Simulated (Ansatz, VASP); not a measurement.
Two plane-wave programs on GaP

File INCAR:

```
ALGO     = Normal         # electronic algorithm
DIPOL    = 0.5 0.5 0.500
EDIFF    = 1E-6           # SCF threshold, eV
ENCUT    = 520            # plane-wave cutoff, eV
GGA      = PE             # functional
IDIPOL   = 3            
ISIF     = 2              # what is computed and relaxed
ISMEAR   = 0              # smearing method
LASPH    = T              # aspherical terms in the spheres
LCHARG   = T              # write CHGCAR
LDIPOL   = T            
LELF     = T              # ELF
LREAL    = F              # projectors in reciprocal space
LVACPOTAV= T            
LVHAR    = T            
LWAVE    = F              # write WAVECAR
NBANDS   = 26             # bands
NELM     = 100            # most SCF steps
PREC     = Accurate       # precision mode
SIGMA    = 0.1            # smearing width, eV
```

Contents of KPOINTS:

```
k-points
0
Gamma
  6 6 1
```

File POSCAR:

```
GaP
1.0
    3.6165848900      0.0000000000      0.0000000000
   -1.8082929500      3.1320551900      0.0000000000
    0.0000000000      0.0000000000     19.0000000000
Ga P
2 2
Direct
    0.3333333300      0.6666666700      0.4341618300
    0.3333333300      0.6666666700      0.5658381700
    0.0000000000      0.0000000000      0.3765534400
    0.0000000000      0.0000000000      0.6234465600
```

Input for Ansatz:

```yaml
crystal:
  lattice:
    - [3.61658489, 0.0, 0.0]
    - [-1.80829295, 3.13205519, 0.0]
    - [0.0, 0.0, 19.0]
  atoms:
    - { symbol: Ga, position: [0.33333333, 0.66666667, 0.43416183] }
    - { symbol: Ga, position: [0.33333333, 0.66666667, 0.56583817] }
    - { symbol: P, position: [0.0, 0.0, 0.37655344] }
    - { symbol: P, position: [0.0, 0.0, 0.62344656] }
  periodic: [true, true, false]
basis:
  ecutwfc: 420
kpoints:
  mp_grid: { grid: [6, 6, 1] }
hamiltonian:
  xc: pbe
scf:
  occupations: { method: gaussian, width: 0.1 }
  lower_state_search: "off"
output:
  forces: true
  stress: true
  eigenvalues: true
```

Change from the starting cell: species swapped into a sheet of the GaS type.

Alike in both runs: task single point; functional PBE; k mesh 6 × 6 × 1; occupations gaussian, width 0.1 eV; no spin polarisation.

|  | VASP | Ansatz |
| --- | --- | --- |
| version | VASP 6.6.1 | Ansatz 0.2.0 |
| potentials or method | VASP PAW PBE potentials, release 64 (Ga_d, P), cutoff 520 eV | scalar-relativistic, plane waves, PAW |
| valence electrons in the cell | 36 | 36 |

Ansatz gave:

```
gap on the k mesh at the Fermi level (eV) : none
rms of the force components (eV/Å)        : 0.283
```

Estimate VASP's values.

gap on the k mesh at the Fermi level (eV): none; rms of the force components (eV/Å): 0.292.

Atom by atom the forces differ by 0.009 eV/Å (rms over components). A gap of «none» marks a metal or a gap that the smearing closes. Ansatz's warnings: slab cell height set, structure snapped to symmetry.
